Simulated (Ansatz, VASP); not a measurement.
# Two plane-wave programs on Bi2Te3

```
CELL_PARAMETERS angstrom
2.20850 1.27508 9.94667
-2.20850 1.27508 9.94667
0.00000 -2.55016 9.94667
ATOMIC_POSITIONS crystal
Bi 0.81200 0.81200 0.81200
Bi 0.40200 0.40200 0.40200
Te 0.61100 0.61100 0.61100
Te 0.20000 0.20000 0.20000
Te 0.00000 0.00000 0.00000
```

Alike in both runs: task single point; functional PBE; k mesh 12 × 12 × 12; occupations gaussian, width 0.05 eV; no spin polarisation.

|  | VASP | Ansatz |
| --- | --- | --- |
| version | VASP 6.6.1 | Ansatz 0.2.0 |
| potentials or method | VASP PAW PBE potentials, release 64 (Bi_d, Te), cutoff 520 eV | scalar-relativistic, plane waves, PAW |
| valence electrons in the cell | 48 | 78 |

VASP gave:

- gap on the k mesh at the Fermi level (eV): none
- pressure (GPa): 1.6
- traceless stress, the component that is largest in VASP (GPa): -0.45
- rms of the force components (eV/Å): 0.501

Task: Which values does Ansatz return?

Result: gap on the k mesh at the Fermi level (eV): none; pressure (GPa): 1.7; traceless stress, the component that is largest in VASP (GPa): -0.44; rms of the force components (eV/Å): 0.498.

Atom by atom the forces differ by 0.004 eV/Å (rms over components). A gap of «none» marks a metal or a gap that the smearing closes. The functional is the same, so the differences come from potentials, cutoffs and numerics. VASP's potentials hold 48 valence electrons a cell and Ansatz's 78, so a difference there can come from the potentials and not from the codes.

Neither program's run includes spin-orbit coupling.
